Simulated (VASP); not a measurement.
# C (Cmme) in VASP: a series of runs

Runs on C. Level: PBEsol. Tasks: single point.

Everything below comes from runs of VASP 6.6.1. Logs are shortened: lines on timing, memory, paths and dates and some standing lists are left out, and cuts for length are marked.

### 1 The cell of the first run

The typed cell holds 4 atoms: a = 2.464 Å, b = 2.464 Å, c = 7.444 Å, α = 90.00°, β = 90.00°, γ = 121.31°.

### 2 Single point, PBEsol (9.66 Å³/atom)

INCAR

```
ALGO = Normal
EDIFF = 1E-7
ENCUT = 520
GGA = PS
ISIF = 2
ISMEAR = 0
LASPH = T
LCHARG = F
LREAL = F
LWAVE = F
NBANDS = 16
NELM = 100
PREC = Accurate
SIGMA = 0.15
```

KPOINTS

```
k-points
0
Gamma
  21 21 6
```

POSCAR

```
C
1.0
    1.2077395202     -2.1481575760      0.0000000000
    1.2077395202      2.1481575760      0.0000000000
    0.0000000000      0.0000000000      7.4439097575
C
4
Direct
    0.0833216498      0.9166783502      0.7498439858
    0.5833216498      0.4166783502      0.2501560142
    0.9166783502      0.0833216498      0.2501560142
    0.4166783502      0.5833216498      0.7498439858
```

Potentials or basis: VASP PAW PBE potentials, release 64 (C).

On the command line:

```bash
> cat potpaw_PBE.64/C/POTCAR > POTCAR
> mpirun -np 1 vasp_std > vasp.out
```

OUTCAR:

```text
EDIFF = 1E-7
   ENCUT = 520
   GGA = PS
   ISIF = 2
   ISMEAR = 0
   LASPH = T
   LREAL = F
   NELM = 100
   PREC = Accurate

 ion  position               nearest neighbor table
   1  0.083  0.917  0.750-   4 1.40   4 1.40   4 1.43
   2  0.583  0.417  0.250-   3 1.40   3 1.40   3 1.43
   3  0.917  0.083  0.250-   2 1.40   2 1.40   2 1.43
   4  0.417  0.583  0.750-   1 1.40   1 1.40   1 1.43

  LATTYP: Found a base centered orthorhombic cell.
 ALAT       =     2.4154790404
 B/A-ratio  =     1.7786596696
 C/A-ratio  =     3.0817529910

  Lattice vectors:

 A1 = (   1.2077395202,  -2.1481575760,   0.0000000000)
 A2 = (   1.2077395202,   2.1481575760,   0.0000000000)
 A3 = (   0.0000000000,   0.0000000000,   7.4439097575)

Analysis of symmetry for initial positions (statically):
=====================================================================
 Subroutine PRICEL returns:
 Original cell was already a primitive cell.

 Routine SETGRP: Setting up the symmetry group for a
 base centered orthorhombic supercell.

 Subroutine GETGRP returns: Found  8 space group operations
 (whereof  4 operations were pure point group operations)
 out of a pool of  8 trial point group operations.

The static configuration has the point symmetry C_2h.
 The point group associated with its full space group is D_2h.

Analysis of symmetry for dynamics (positions and initial velocities):
=====================================================================
 Subroutine PRICEL returns:
 Original cell was already a primitive cell.

 Routine SETGRP: Setting up the symmetry group for a
 base centered orthorhombic supercell.

 Subroutine GETGRP returns: Found  8 space group operations
 (whereof  4 operations were pure point group operations)
 out of a pool of  8 trial point group operations.

The dynamic configuration has the point symmetry C_2h.
 The point group associated with its full space group is D_2h.

 Subroutine INISYM returns: Found  8 space group operations
 (whereof  4 operations are pure point group operations),
 and found     1 'primitive' translations

----------------------------------------------------------------------------------------

                                     Primitive cell

  volume of cell :      38.6252

  direct lattice vectors                    reciprocal lattice vectors
     1.207739520 -2.148157576  0.000000000     0.413996554 -0.232757599  0.000000000
     1.207739520  2.148157576  0.000000000     0.413996554  0.232757599  0.000000000
     0.000000000  0.000000000  7.443909758     0.000000000  0.000000000  0.134338007

  length of vectors
     2.464389523  2.464389523  7.443909758     0.474941309  0.474941309  0.134338007

  position of ions in fractional coordinates (direct lattice)
     0.083321650  0.916678350  0.749843986
     0.583321650  0.416678350  0.250156014
     0.916678350  0.083321650  0.250156014
     0.416678350  0.583321650  0.749843986

  ion indices of the primitive-cell ions
   primitive index   ion index
                 1           1
                 2           2
                 3           3
                 4           4

----------------------------------------------------------------------------------------

 KPOINTS: k-points

Automatic generation of k-mesh.
 Grid dimensions read from file:
 generate k-points for:   21   21    6

 Generating k-lattice:

  Cartesian coordinates                     Fractional coordinates (reciprocal lattice)
     0.019714122 -0.011083695  0.000000000     0.047619048  0.000000000  0.000000000
     0.019714122  0.011083695  0.000000000     0.000000000  0.047619048  0.000000000
     0.000000000  0.000000000  0.022389668     0.000000000  0.000000000  0.166666667

  Length of vectors
     0.022616253  0.022616253  0.022389668

  Shift w.r.t. Gamma in fractional coordinates (k-lattice)
     0.000000000  0.000000000  0.000000000

 Subroutine IBZKPT returns following result:
 ===========================================

 Found    484 irreducible k-points:

 Following reciprocal coordinates:
            Coordinates               Weight
  0.000000  0.000000  0.000000      1.000000
  0.047619  0.000000  0.000000      4.000000
  0.095238  0.000000  0.000000      4.000000
  0.142857  0.000000  0.000000      4.000000
  0.190476  0.000000  0.000000      4.000000
  0.238095  0.000000  0.000000      4.000000
[... 16 lines left out ...]
 -0.428571  0.047619  0.000000      4.000000
 -0.380952  0.047619  0.000000      4.000000
 [... further k-points ...]
   k-points           NKPTS =    484   k-points in BZ     NKDIM =    484   number of bands    NBANDS=     16
   number of dos      NEDOS =    301   number of ions     NIONS =      4
   total plane-waves  NPLWV =  18144
   dimension x,y,z NGX =    18 NGY =   18 NGZ =   56
   dimension x,y,z NGXF=    36 NGYF=   36 NGZF=  112
   ions per type =               4
   NGX,Y,Z   is equivalent  to a cutoff of  12.14, 12.14, 12.51 a.u.
   NGXF,Y,Z  is equivalent  to a cutoff of  24.29, 24.29, 25.01 a.u.
 SYSTEM =  unknown system
   PREC   = accura    normal or accurate (medium, high low for compatibility)
   ISTART =      0    job   : 0-new  1-cont  2-samecut
   ICHARG =      2    charge: 1-file 2-atom 10-const
   ISPIN  =      1    spin polarized calculation?
   LNONCOLLINEAR =      F non collinear calculations
   LSORBIT =      F    spin-orbit coupling
   LASPH  =      T    aspherical Exc in radial PAW
   ENCUT  =  520.0 eV  38.22 Ry    6.18 a.u.   4.58  4.58 13.84*2*pi/ulx,y,z
   NELM   =    100;   NELMIN=  2; NELMDL= -5     # of ELM steps
   EDIFF  = 0.1E-06   stopping-criterion for ELM
   LREAL  =      F    real-space projection
   EDIFFG = 0.1E-05   stopping-criterion for IOM
   NSW    =      0    number of steps for IOM
   IBRION =     -1    ionic relax: 0-MD 1-quasi-New 2-CG
   NFREE  =      0    steps in history (QN), initial steepest desc. (CG)
   ISIF   =      2    stress and relaxation
   ISYM   =      2    0-nonsym 1-usesym 2-fastsym
   POTIM  = 0.5000    time-step for ionic-motion
   TEBEG  =    0.0;   TEEND  =   0.0 temperature during run
   PSTRESS=    0.0 pullay stress
   NELECT =      16.0000    total number of electrons
   NUPDOWN=      -1.0000    fix difference up-down
   EMIN   =  10.00;   EMAX   =-10.00  energy-range for DOS
   EFERMI =   0.00;   METHOD = LEGACY
   ISMEAR =     0;   SIGMA  =   0.15  broadening in eV -4-tet -1-fermi 0-gaus
   EFERMI_NEDOS =   21; number of points for ismear=-14 and -15
   IALGO  =     38    algorithm
   IMIX   =      4    mixing-type and parameters
     AMIX     =   0.40;   BMIX     =  1.00
     AMIX_MAG =   1.60;   BMIX_MAG =  1.00
  volume/ion in A,a.u.               =       9.66        65.16
  Fermi-wavevector in a.u.,A,eV,Ry     =   1.220369  2.306164 20.263178  1.489302
  Thomas-Fermi vector in A             =   2.355589
   LORBIT       =      0    0 simple, 1 ext, 2 COOP (PROOUT), +10 PAW based schemes
   GGA     = PS    functional components
   LHFCALC =     F    Hartree Fock is set to
   AEXX    =    0.0000 exact exchange contribution
   IVDW    =     0    specifies the selected vdW correction
   LEPSILON=     F    determine dielectric tensor
   LRPA    =     F    only Hartree local field effects (RPA)
 non-spin polarized calculation
 Gauss-broadening in eV      SIGMA  =   0.15
  energy-cutoff  :      520.00
  volume of cell :       38.63
 maximum number of plane-waves:      1066
   NGX =  9   NGY =  9   NGZ = 27

 number of electron      15.9999996 magnetization

 Free energy of the ion-electron system (eV)
  ---------------------------------------------------
  ext. energy  EPLUGINS =         0.00000000
  ---------------------------------------------------
  free energy    TOTEN  =       -38.53429577 eV

  energy without entropy =      -38.53355598  energy(sigma->0) =      -38.53392587

 E-fermi :   3.9417     XC(G=0):  -9.8478

 val. band max:        3.9317650276   @ k =   0.3333   0.3333   0.0000
 cond. band min:       3.9469482213   @ k =   0.3333   0.3333   0.1667
 fundamental gap:      0.0151831936
 Fermi energy:         3.9416721364

 k-point     1 :       0.0000    0.0000    0.0000
  band No.  band energies     occupation
      1     -15.8545      2.00000
      2     -15.7244      2.00000
      3      -4.4782      2.00000
      4      -3.3397      2.00000
      5       0.8070      2.00000
      6       0.8128      2.00000
[... 8 lines left out ...]
     15      15.5699      0.00000
     16      15.6047      0.00000

 k-point     2 :       0.0476    0.0000    0.0000
  band No.  band energies     occupation
      1     -15.7992      2.00000
      2     -15.6696      2.00000
      3      -4.4107      2.00000
      4      -3.2748      2.00000
      5       0.6551      2.00000
      6       0.6578      2.00000
[... 8 lines left out ...]
     15      15.3713      0.00000
     16      15.4192      0.00000

 k-point     3 :       0.0952    0.0000    0.0000
  band No.  band energies     occupation
      1     -15.6334      2.00000
      2     -15.5052      2.00000
      3      -4.2084      2.00000
      4      -3.0808      2.00000
      5       0.0816      2.00000
      6       0.0927      2.00000
[... 8 lines left out ...]
     15      14.7998      0.00000
     16      14.8861      0.00000

 k-point     4 :       0.1429    0.0000    0.0000
  band No.  band energies     occupation
      1     -15.3578      2.00000
      2     -15.2321      2.00000
      3      -3.8728      2.00000
      4      -2.7595      2.00000
      5      -0.8289      2.00000
      6      -0.8100      2.00000
[... 8 lines left out ...]
     15      14.1473      0.00000
     16      14.1481      0.00000
[... 324 lines left out ...]
 k-point    22 :      -0.4762    0.0476    0.0000
  band No.  band energies     occupation
      1     -11.0206      2.00000
      2     -10.9350      2.00000
      3      -8.6996      2.00000
      4      -8.6307      2.00000
      5      -2.8659      2.00000
      6      -2.8543      2.00000
[... 8 lines left out ...]
     15      16.5586      0.00000
     16      18.2633      0.00000

 k-point    23 :      -0.4286    0.0476    0.0000
  band No.  band energies     occupation
      1     -11.9363      2.00000
      2     -11.8403      2.00000
      3      -7.5441      2.00000
      4      -7.4808      2.00000
      5      -2.7099      2.00000
      6      -2.6982      2.00000
[... 8 lines left out ...]
     15      17.6043      0.00000
     16      19.0373      0.00000

 k-point    24 :      -0.3810    0.0476    0.0000
  band No.  band energies     occupation
      1     -12.7760      2.00000
      2     -12.6727      2.00000
      3      -6.3138      2.00000
      4      -6.2586      2.00000
      5      -2.4471      2.00000
      6      -2.4355      2.00000
[... 8 lines left out ...]
     15      18.7542      0.00000
     16      19.8664      0.00000

 [... further k-points ...]
[... 5 lines left out ...]
  --------------------------------------------------------------------------------------
  -------------------------------------------------------------------------------------
  Total        4.2652646     -1.1564332     -0.0213377      0.0000000      0.0000000      0.0000000
  in kB      176.9237154    -47.9689939     -0.8850899      0.0000000      0.0000000      0.0000000
  external PRESSURE =      42.6898772 kB  Pullay stress =       0.0000000 kB

 VOLUME and BASIS-vectors are now :
 -----------------------------------------------------------------------------
  energy-cutoff  :      520.00
  volume of cell :       38.63
      direct lattice vectors                 reciprocal lattice vectors
     1.207739520 -2.148157576  0.000000000     0.413996554 -0.232757599  0.000000000
     1.207739520  2.148157576  0.000000000     0.413996554  0.232757599  0.000000000
     0.000000000  0.000000000  7.443909758     0.000000000  0.000000000  0.134338007

 POSITION                                       TOTAL-FORCE (eV/Angst)
 -----------------------------------------------------------------------------------
      1.20774      1.79018      5.58177         0.000000     -0.344411      0.000116
      1.20774     -0.35798      1.86214         0.000000     -0.344411     -0.000116
      1.20774     -1.79018      1.86214         0.000000      0.344411     -0.000116
      1.20774      0.35798      5.58177         0.000000      0.344411      0.000116
 -----------------------------------------------------------------------------------
    total drift:                                0.000000     -0.000000     -0.000000

  FREE ENERGIE OF THE ION-ELECTRON SYSTEM (eV)
  ---------------------------------------------------
  free  energy   TOTEN  =       -38.5342957660 eV

  energy  without entropy=      -38.5335559796  energy(sigma->0) =      -38.53392587
```

Wall time 3.4 min (1 thread of Intel Xeon Platinum 8259CL at 2.50GHz (Skylake/Cascade Lake), shared host); peak memory 0.31 GiB.

What came out:

- Free energy: -38.5343 eV
- Pressure: 4.3 GPa
- Largest force: 0.344 eV/Å

Forces in eV/Å, atoms in the order of the input:
```
C    0.000 -0.344  0.000
C    0.000 -0.344  0.000
C    0.000  0.344  0.000
C    0.000  0.344  0.000
```

Caveat: the cell stands under pressure; this functional lacks dispersion, which binds the layers, so the pressure and a relaxed spacing across them are unreliable; the PAW data sets were made with another functional, which shifts forces and pressure a little.

### 3 Single point, PBEsol (10.17 Å³/atom)

This run uses another cell than the first one, of 10.17 Å³/atom.

INCAR

```
SYSTEM = C
PREC = Accurate
ENCUT = 520
EDIFF = 1E-6
ISMEAR = 0
SIGMA = 0.15
LREAL = .False.
LASPH = .True.
NELM = 80
ALGO = Normal
ISIF = 2
LWAVE = .False.
LCHARG = .False.
GGA = PS
NBANDS = 16
```

KPOINTS

```
Automatic mesh
0
Gamma
  21 21 6
  0 0 0
```

POSCAR

```
C
1.0
    1.2288276931     -2.1856662586      0.0000000000
    1.2288276931      2.1856662586      0.0000000000
    0.0000000000      0.0000000000      7.5738868371
C
4
Direct
    0.0833216498      0.9166783502      0.7498439858
    0.5833216498      0.4166783502      0.2501560142
    0.9166783502      0.0833216498      0.2501560142
    0.4166783502      0.5833216498      0.7498439858
```

Potentials or basis: VASP PAW PBE potentials, release 64 (C).

On the command line:

```bash
> cat potpaw_PBE.64/C/POTCAR > POTCAR
> mpirun -np 1 vasp_std > vasp.out
```

Run time: 3.9 min. Hardware: 1 thread of Intel Xeon Platinum 8259CL at 2.50GHz (Skylake/Cascade Lake), shared host; peak memory 0.33 GiB.

It converged, with:

* Free energy: -38.5062 eV
* Pressure: -8.3 GPa
* Largest force: 0.227 eV/Å

Forces on the atoms (eV/Å):
```
C    0.000 -0.227  0.000
C    0.000 -0.227  0.000
C    0.000  0.227  0.000
C    0.000  0.227  0.000
```

Stress tensor (GPa, compression positive):
```
 -2.34   0.00   0.00
  0.00 -22.52   0.00
  0.00   0.00  -0.14
```

Levels at points of the mesh, in eV from the Fermi level:
| k point | band 5 | band 6 | band 7 | band 8 | band 9 | band 10 | band 11 | band 12 |
| --- | --- | --- | --- | --- | --- | --- | --- | --- |
| (0.00, 0.00, 0.00) | -3.14 | -3.14 | -3.02 | -3.01 | 3.39 | 7.65 | 7.67 | 7.96 |
| (0.00, 0.00, 0.50) | -3.14 | -3.14 | -3.01 | -3.01 | 5.22 | 5.23 | 7.66 | 7.66 |

Caveat: the cell stands under tension; this functional lacks dispersion, which binds the layers, so the pressure and a relaxed spacing across them are unreliable; the PAW data sets were made with another functional, which shifts forces and pressure a little.

### 4 Single point, PBEsol (10.17 Å³/atom)

This run uses another cell than the first one, of 10.17 Å³/atom.

INCAR

```
SYSTEM = C
  ALGO = Normal
  EDIFF = 1E-6
  ENCUT = 520
  GGA = PS
  ISIF = 2
  ISMEAR = 0
  LASPH = .TRUE.
  LCHARG = .TRUE.
  LELF = .TRUE.
  LREAL = .FALSE.
  LVHAR = .TRUE.
  LWAVE = .FALSE.
  NBANDS = 16
  NELM = 80
  PREC = Accurate
  SIGMA = 0.15
```

KPOINTS

```
k-points
0
G
  21 21 6
  0 0 0
```

POSCAR

```
C
1.0
    1.2509423051     -2.1662606106      0.0000000000
    1.2509423051      2.1662606106      0.0000000000
    0.0000000000      0.0000000000      7.5066413545
C
4
Direct
    0.0833216498      0.9166783502      0.7498439858
    0.5833216498      0.4166783502      0.2501560142
    0.9166783502      0.0833216498      0.2501560142
    0.4166783502      0.5833216498      0.7498439858
```

On the command line:

```bash
> cat potpaw_PBE.64/C/POTCAR > POTCAR
> mpirun -np 1 vasp_std > vasp.out
```

Wall time 4.2 min (1 thread of Intel Xeon Platinum 8259CL at 2.50GHz (Skylake/Cascade Lake), shared host); peak memory 0.33 GiB.

The run converged. Its results:

| Property | Result |
| --- | --- |
| Free energy | -38.5071 eV |
| Pressure | -11.5 GPa |
| Band gap on the k mesh | zero (filled and empty bands touch) |

Stress tensor (GPa, compression positive):
```
-17.19   0.00   0.00
  0.00 -17.18   0.00
  0.00   0.00  -0.13
```

Levels at points of the mesh, in eV from the Fermi level:
```
           k point  band 5  band 6  band 7  band 8  band 9  band 10  band 11  band 12
(0.00, 0.00, 0.00)   -3.02   -3.01   -3.00   -3.00    3.54     8.00     8.01     8.02
(0.00, 0.00, 0.50)   -3.01   -3.01   -3.01   -3.01    5.43     5.44     8.02     8.02
```

Caveat: the cell stands under tension; this functional lacks dispersion, which binds the layers, so the pressure and a relaxed spacing across them are unreliable; the PAW data sets were made with another functional, which shifts forces and pressure a little.

### 5 Overview

| cell | pressure (GPa) | largest force (eV/Å) |
| --- | --- | --- |
| a = 2.464, b = 2.464, c = 7.444 Å, angles 90.0, 90.0, 121.3°, 4 atoms | 4.3 | 0.34 |
| a = 2.507, b = 2.507, c = 7.574 Å, angles 90.0, 90.0, 121.3°, 4 atoms | -8.3 | 0.23 |
| a = 2.502, b = 2.502, c = 7.507 Å, angles 90.0, 90.0, 120.0°, 4 atoms | -11.5 | - |

Alike in all rows: task single point; level PBEsol; potentials or basis VASP PAW PBE potentials, release 64 (C); no spin polarisation; k mesh 21 × 21 × 6; cutoff (eV) 520; smearing gaussian 0.15 eV.

Caveats: this functional lacks dispersion, which binds the layers, so the pressure and a relaxed spacing across them are unreliable; the PAW data sets were made with another functional, which shifts forces and pressure a little; the cell stands under tension (at least some runs); the cell stands under pressure (at least some runs).

Absolute energies hang on the potentials; compare differences alone.
